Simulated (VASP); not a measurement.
# Cd (P6_3/mmc) in VASP: relaxation of cell and atoms with PBE

Aim: the relaxation of cell and atoms of Cd with PBE.

Everything below comes from runs of VASP 6.6.1. Logs are shortened: lines on timing, memory, paths and dates and some standing lists are left out, and cuts for length are marked.

## 1. The cell of the first run

The structure is hexagonal, space group P6_3/mmc (No. 194). Conventional cell: a = 3.065 Å, b = 3.065 Å, c = 5.573 Å, α = 90.00°, β = 90.00°, γ = 120.00°. Within 4.0 Å of Cd (site symmetry -6m2) lie 12 Cd at 3.06 to 3.30 Å.

## 2. Relaxation of cell and atoms, PBE, target pressure 0.046 GPa, at which the enthalpy is minimised

INCAR reads:

```
PREC     = Accurate       # precision mode
ENCUT    = 600            # plane-wave cutoff, eV
EDIFF    = 1E-7           # SCF threshold, eV
ISMEAR   = -1             # smearing method
SIGMA    = 0.08           # smearing width, eV
LREAL    = False          # projectors in reciprocal space
LASPH    = True           # aspherical terms in the spheres
NELM     = 80             # most SCF steps
ALGO     = Normal         # electronic algorithm
ISIF     = 3              # what is computed and relaxed
LWAVE    = False          # write WAVECAR
LCHARG   = False          # write CHGCAR
GGA      = PE             # functional
IBRION   = 2              # ionic algorithm
NSW      = 32             # ionic steps
EDIFFG   = -0.005         # ionic threshold
PSTRESS  = 0.45999999999999996
```

KPOINTS reads:

```
regular mesh
0
Gamma
  14 14 8
```

POSCAR reads:

```
Cd
1.0
    3.0646364590      0.0000000000      0.0000000000
   -1.5323182295      2.6540530269      0.0000000000
    0.0000000000      0.0000000000      5.5734365332
Cd
2
Direct
    0.3333333333      0.6666666667      0.2500000000
    0.6666666667      0.3333333333      0.7500000000
```

Potentials or basis: VASP PAW PBE potentials, release 64 (Cd).

Command:

```sh
cat potpaw_PBE.64/Cd/POTCAR > POTCAR
mpirun -np 1 vasp_std > vasp.out
```

OUTCAR:

```text
PREC = Accurate
   ENCUT = 600
   EDIFF = 1E-7
   ISMEAR = -1
   LREAL = False
   LASPH = True
   NELM = 80
   ISIF = 3
   GGA = PE
   IBRION = 2
   NSW = 32
   EDIFFG = -0.005
   PSTRESS = 0.45999999999999996

 ion  position               nearest neighbor table
   1  0.333  0.667  0.250-   2 3.30   2 3.30   2 3.30   2 3.30   2 3.30   2 3.30
   2  0.667  0.333  0.750-   1 3.30   1 3.30   1 3.30   1 3.30   1 3.30   1 3.30

  LATTYP: Found a hexagonal cell.
 ALAT       =     3.0646364590
 C/A-ratio  =     1.8186289329

  Lattice vectors:

 A1 = (   3.0646364590,   0.0000000000,   0.0000000000)
 A2 = (  -1.5323182295,   2.6540530269,   0.0000000000)
 A3 = (   0.0000000000,   0.0000000000,   5.5734365332)

Analysis of symmetry for initial positions (statically):
=====================================================================
 Subroutine PRICEL returns:
 Original cell was already a primitive cell.

 Routine SETGRP: Setting up the symmetry group for a
 hexagonal supercell.

 Subroutine GETGRP returns: Found 24 space group operations
 (whereof 12 operations were pure point group operations)
 out of a pool of 24 trial point group operations.

The static configuration has the point symmetry D_3d.
 The point group associated with its full space group is D_6h.

Analysis of symmetry for dynamics (positions and initial velocities):
=====================================================================
 Subroutine PRICEL returns:
 Original cell was already a primitive cell.

 Routine SETGRP: Setting up the symmetry group for a
 hexagonal supercell.

 Subroutine GETGRP returns: Found 24 space group operations
 (whereof 12 operations were pure point group operations)
 out of a pool of 24 trial point group operations.

The dynamic configuration has the point symmetry D_3d.
 The point group associated with its full space group is D_6h.

 Subroutine INISYM returns: Found 24 space group operations
 (whereof 12 operations are pure point group operations),
 and found     1 'primitive' translations

----------------------------------------------------------------------------------------

                                     Primitive cell

  volume of cell :      45.3327

  direct lattice vectors                    reciprocal lattice vectors
     3.064636459  0.000000000  0.000000000     0.326302977  0.188391112  0.000000000
[... 92 lines left out ...]
   ISIF   =      3    stress and relaxation
   ISYM   =      2    0-nonsym 1-usesym 2-fastsym
   POTIM  = 0.5000    time-step for ionic-motion
   TEBEG  =    0.0;   TEEND  =   0.0 temperature during run
   PSTRESS=    0.5 pullay stress
   NELECT =      24.0000    total number of electrons
   NUPDOWN=      -1.0000    fix difference up-down
   EMIN   =  10.00;   EMAX   =-10.00  energy-range for DOS
   EFERMI =   0.00;   METHOD = LEGACY
   ISMEAR =    -1;   SIGMA  =   0.08  broadening in eV -4-tet -1-fermi 0-gaus
   EFERMI_NEDOS =   21; number of points for ismear=-14 and -15
   IALGO  =     38    algorithm
   IMIX   =      4    mixing-type and parameters
     AMIX     =   0.40;   BMIX     =  1.00
     AMIX_MAG =   1.60;   BMIX_MAG =  1.00
  volume/ion in A,a.u.               =      22.67       152.96
  Fermi-wavevector in a.u.,A,eV,Ry     =   1.324366  2.502689 23.863876  1.753945
  Thomas-Fermi vector in A             =   2.453906
   LORBIT       =      0    0 simple, 1 ext, 2 COOP (PROOUT), +10 PAW based schemes
   GGA     = PE    functional components
   LHFCALC =     F    Hartree Fock is set to
   AEXX    =    0.0000 exact exchange contribution
   IVDW    =     0    specifies the selected vdW correction
   LEPSILON=     F    determine dielectric tensor
   LRPA    =     F    only Hartree local field effects (RPA)
 conjugate gradient relaxation of ions
 non-spin polarized calculation
  energy-cutoff  :      600.00
  volume of cell :       45.33
 maximum number of plane-waves:      1530
   NGX = 13   NGY = 13   NGZ = 23

--------------------------------------- Ionic step        1  -------------------------------------------

 number of electron      24.0000007 magnetization

 Free energy of the ion-electron system (eV)
  ---------------------------------------------------
  ext. energy  EPLUGINS =         0.00000000
  ---------------------------------------------------
  free energy    TOTEN  =        -1.49385881 eV

  energy without entropy =       -1.48073338  energy(sigma->0) =       -1.48729609

------------------------ aborting loop because EDIFF is reached ----------------------------------------

  FORCE on cell =-STRESS in cart. coord.  units (eV):
  Direction    XX          YY          ZZ          XY          YZ          ZX
  --------------------------------------------------------------------------------------
  -------------------------------------------------------------------------------------
  Total        0.0705245      0.0705245      0.0374990      0.0000000      0.0000000      0.0000000
  in kB        2.4925229      2.4925229      1.3253150      0.0000000      0.0000000      0.0000000
  external PRESSURE =       1.6434536 kB  Pullay stress =       0.4600000 kB
[... 63 lines left out ...]
--------------------------------------- Ionic step        3  -------------------------------------------

 number of electron      24.0000008 magnetization

 Free energy of the ion-electron system (eV)
  ---------------------------------------------------
  ext. energy  EPLUGINS =         0.00000000
  ---------------------------------------------------
  free energy    TOTEN  =        -1.49400099 eV

  energy without entropy =       -1.48076342  energy(sigma->0) =       -1.48738221

 E-fermi :   2.6080     XC(G=0): -10.7651

 val. band max:        2.5668341622   @ k =   0.3571   0.2857   0.3750
 cond. band min:       2.6301654383   @ k =   0.4286   0.0714   0.3750
 fundamental gap:      0.0633312760
 Fermi energy:         2.6080400254

 k-point     1 :       0.0000    0.0000    0.0000
  band No.  band energies     occupation
      1      -7.0155      2.00000
      2      -6.7365      2.00000
      3      -6.4940      2.00000
      4      -6.4940      2.00000
      5      -6.4401      2.00000
      6      -6.4401      2.00000
[... 433 lines left out ...]
      3      -6.4806      2.00000
      4      -6.4423      2.00000
      5      -6.4110      2.00000
      6      -6.3039      2.00000
[... 8 lines left out ...]
     15       6.8855      0.00000
     16       7.2706      0.00000

 [... further k-points ...]

------------------------ aborting loop because EDIFF is reached ----------------------------------------

  FORCE on cell =-STRESS in cart. coord.  units (eV):
  Direction    XX          YY          ZZ          XY          YZ          ZX
  --------------------------------------------------------------------------------------
  -------------------------------------------------------------------------------------
  Total        0.0192823      0.0192823      0.0045708      0.0000000     -0.0000000      0.0000000
  in kB        0.6790650      0.6790650      0.1609685      0.0000000     -0.0000000      0.0000000
  external PRESSURE =       0.0463662 kB  Pullay stress =       0.4600000 kB
[... 21 lines left out ...]
  energy  without entropy=       -1.4807634224  energy(sigma->0) =       -1.48738221

  enthalpy is  TOTEN    =        -1.4809391203 eV   P V=        0.0130618684

 reached required accuracy - stopping structural energy minimisation
```

OSZICAR:

```text
N       E                     dE             d eps       ncg     rms          rms(c)
DAV:   1     0.180234873091E+03    0.18023E+03   -0.14408E+04  3840   0.167E+03
DAV:   2     0.224572800312E+01   -0.17799E+03   -0.17357E+03  3912   0.389E+02
DAV:   3    -0.157649740247E+01   -0.38222E+01   -0.38166E+01  4704   0.675E+01
[... 20 lines left out ...]
DAV:   1    -0.149401356444E+01   -0.15833E-04   -0.25904E-04  3912   0.210E-01    0.257E-02
DAV:   2    -0.149400314100E+01    0.10423E-04   -0.32263E-05  4056   0.771E-02    0.783E-03
DAV:   3    -0.149400204116E+01    0.10998E-05   -0.15414E-06  4416   0.141E-02    0.640E-03
DAV:   4    -0.149400101648E+01    0.10247E-05   -0.19149E-07  3160   0.382E-03    0.513E-04
DAV:   5    -0.149400098877E+01    0.27709E-07   -0.10059E-08  2072   0.121E-03
   3 F= -.14809391E+01 E0= -.14743203E+01  d E =-.957555E-04
```

CONTCAR:

```text
Cd
   1.00000000000000
     3.0691380914008906   -0.0000000000000000    0.0000000000000000
    -1.5345690457004453    2.6579515549178834   -0.0000000000000000
     0.0000000000000000    0.0000000000000000    5.5769219354533552
  Cd
     2
Direct
     0.3333333332999970    0.6666666667000030    0.2500000000000000
     0.6666666667000030    0.3333333332999970    0.7500000000000000

  0.00000000E+00  0.00000000E+00  0.00000000E+00
  0.00000000E+00  0.00000000E+00  0.00000000E+00
```

It took 73 s on 1 thread of Intel Xeon Platinum 8559C (Emerald Rapids), shared host; peak memory 0.23 GiB.

What came out:

| Item | Value |
| --- | --- |
| Free energy | -1.4940 eV |
| Relaxed volume | 22.75 Å³/atom |
| Relaxed cell | a = 3.069 Å, b = 3.069 Å, c = 5.577 Å, α = 90.00°, β = 90.00°, γ = 120.00° |
| Space group after relaxing (to 0.1 Å) | P6_3/mmc (No. 194) |
| Energy change on relaxing (the run minimises the enthalpy) | -0.1 meV/atom |
| Ionic steps | 3 |
| Pressure after relaxing | 0.1 GPa |
| Band gap on the k mesh | zero (bands 12 and 13 overlap by 3.76 eV) |

The path:
```csv
step,energy change (eV),largest force (eV/Å),pressure (GPa),volume (Å³)
1,0.0000,0.0000,0.21,45.33
2,-0.0001,0.0000,0.05,45.49
3,-0.0001,0.0000,0.05,45.49
```

Final structure:
```cif
data_structure
_symmetry_space_group_name_H-M 'P 1'
_symmetry_Int_Tables_number 1
_cell_length_a 3.0691
_cell_length_b 3.0691
_cell_length_c 5.5769
_cell_angle_alpha 90.000
_cell_angle_beta 90.000
_cell_angle_gamma 120.000
_cell_volume 45.49
loop_
_atom_site_label
_atom_site_type_symbol
_atom_site_fract_x
_atom_site_fract_y
_atom_site_fract_z
_atom_site_occupancy
Cd1 Cd 0.33333 0.66667 0.25000 1
Cd2 Cd 0.66667 0.33333 0.75000 1
```

Caveat: the cell is relaxed towards a set pressure, so the run minimises the enthalpy, not the energy.

The gap in the log of VASP goes by the Fermi energy; the results here count the filled bands.